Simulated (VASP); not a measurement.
A run of VASP 6.6.1 is set up as follows.

File INCAR:

```
ALGO = Normal
EDIFF = 1E-7
ENCUT = 520
GGA = PE
ISIF = 2
ISMEAR = 0
LASPH = True
LCHARG = False
LREAL = False
LWAVE = False
NBANDS = 63
NELM = 60
PREC = Accurate
SIGMA = 0.1
```

The input KPOINTS:

```
k-points
0
Gamma
  4 4 4
```

POSCAR

```
Ge7Os
1.0
    0.0000000000      4.4451164600      4.4451164600
    4.4451164600      0.0000000000      4.4451164600
    4.4451164600      4.4451164600      0.0000000000
Ge Os
7 1
Direct
    0.2045610900      0.7954389100      0.7954389100
    0.7954389100      0.2045610900      0.2045610900
    0.7954389100      0.2045610900      0.7954389100
    0.2045610900      0.7954389100      0.2045610900
    0.7954389100      0.7954389100      0.2045610900
    0.2045610900      0.2045610900      0.7954389100
    0.5000000000      0.5000000000      0.5000000000
    0.0000000000      0.0000000000      0.0000000000
```

Potentials or basis: VASP PAW PBE potentials, release 64 (Ge_d, Os).

The run is started by

```bash
$ cat potpaw_PBE.64/Ge_d/POTCAR potpaw_PBE.64/Os/POTCAR > POTCAR
$ mpirun -np 1 vasp_std > vasp.out
```

Task: Predict the largest force.

Result: 32.116 eV/Å.

Task: What does it give for the band gap on the k mesh?

Result: Zero (band 53 reaches 5.38 eV, above the bottom of band 54 at 4.57 eV).

Forces on the atoms (eV/Å):
```
Ge  -32.116   0.000   0.000
Ge   32.116   0.000   0.000
Ge    0.000 -32.116   0.000
Ge    0.000  32.116   0.000
Ge    0.000   0.000 -32.116
Ge    0.000   0.000  32.116
Ge    0.000   0.000   0.000
Os    0.000   0.000   0.000
```

Caveat: spin-orbit coupling is left out, which moves the levels of the heavy elements; forces of over 1 eV/Å act on the atoms, so gaps and moduli don't describe the material at rest.
